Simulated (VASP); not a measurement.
Wanted: the native input for a VASP 6.6.1 run.

```
Task                   : single point
Functional             : PBE
Potentials or basis    : VASP PAW PBE potentials, release 64 (Cd, S)
Cutoff                 : 520 eV
k mesh                 : 10 × 8 × 10
Occupations            : gaussian, width 0.05 eV
Spin                   : no spin polarisation
Dipole correction      : no
Further INCAR settings : ALGO = Normal; EDIFF = 1e-07; NBANDS = 26
```

The structure of CdS lies in POSCAR:

```
CdS
1.0
    4.0218214994      0.0000000000      0.0000000000
    0.0000000000      5.6060692027      0.0000000000
    0.0000000000      0.0000000000      3.9609804175
Cd S
2 2
Direct
    0.5000000000      0.5000000000      0.3337221231
    0.0000000000      0.0000000000      0.6662778769
    0.5000000000      0.0000000000      0.2558610189
    0.0000000000      0.5000000000      0.7441389811
```

This cell differs from its parent crystal: strained.

One way to write it, as run:

INCAR

```
PREC = Accurate ; ENCUT = 520
EDIFF = 1E-7 ; ISMEAR = 0
SIGMA = 0.05 ; LREAL = F
LASPH = T ; NELM = 100
ALGO = Normal ; ISIF = 2
LWAVE = F ; LCHARG = F
GGA = PE ; NBANDS = 26
```

KPOINTS

```
Automatic mesh
0
Gamma
  10 8 10
```

Potentials or basis: VASP PAW PBE potentials, release 64 (Cd, S).

Run with:

```sh
$ cat potpaw_PBE.64/Cd/POTCAR potpaw_PBE.64/S/POTCAR > POTCAR
$ mpirun -np 1 vasp_std > vasp.out
```

Results of the run:

* Pressure: -1.3 GPa
* Largest force: 0.440 eV/Å
* Band gap on the k mesh: 0.50 eV, indirect (least direct gap 0.94 eV)

Caveat: the cell differs from its parent crystal (strained).

It took 4.9 min on 1 thread of AMD EPYC 7R13 Processor (Zen 3), with other jobs on the host, peak memory 0.4 GiB.
